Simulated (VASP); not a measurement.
Wanted: the native input for a VASP 6.6.1 run.

- Task: single point
- Functional: PBE
- Potentials or basis: VASP PAW PBE potentials, release 64 (Hg, Te)
- Cutoff: 520 eV
- k mesh: 12 × 12 × 12
- Occupations: gaussian, width 0.1 eV
- Spin: no spin polarisation
- Dipole correction: no
- Further INCAR settings: ALGO = Normal; EDIFF = 1e-06; NBANDS = 16

The structure of HgTe lies in POSCAR:

```
HgTe
1.0
    0.0000000000      3.2913546750      3.2913546750
    3.2913546750      0.0000000000      3.2913546750
    3.2913546750      3.2913546750      0.0000000000
Hg Te
1 1
Direct
    0.0000000000      0.0000000000      0.0000000000
    0.7500000000      0.7500000000      0.7500000000
```

This cell differs from its parent crystal: strained.

The input as run:

INCAR

```
PREC = Accurate ; ENCUT = 520
EDIFF = 1E-6 ; ISMEAR = 0
SIGMA = 0.1 ; LREAL = F
LASPH = T ; NELM = 100
ALGO = Normal ; ISIF = 2
LWAVE = F ; LCHARG = T
GGA = PE ; LELF = T
LVHAR = T ; NBANDS = 16
```

KPOINTS

```
regular mesh
0
Gamma
  12 12 12
```

Potentials or basis: VASP PAW PBE potentials, release 64 (Hg, Te).

The run is started by

```console
$ cat potpaw_PBE.64/Hg/POTCAR potpaw_PBE.64/Te/POTCAR > POTCAR
$ mpirun -np 1 vasp_std > vasp.out
```

Results of the run:

| Item | Value |
| --- | --- |
| Pressure | 1.2 GPa |
| Band gap on the k mesh | zero (filled and empty bands touch) |

Caveat: the cell differs from its parent crystal (strained); spin-orbit coupling is left out, which moves the levels of the heavy elements.

Run time: 2.3 min on 1 thread of AMD EPYC 7R43 64-Core Processor (Zen 3) (shared host), peak memory 0.22 GiB.
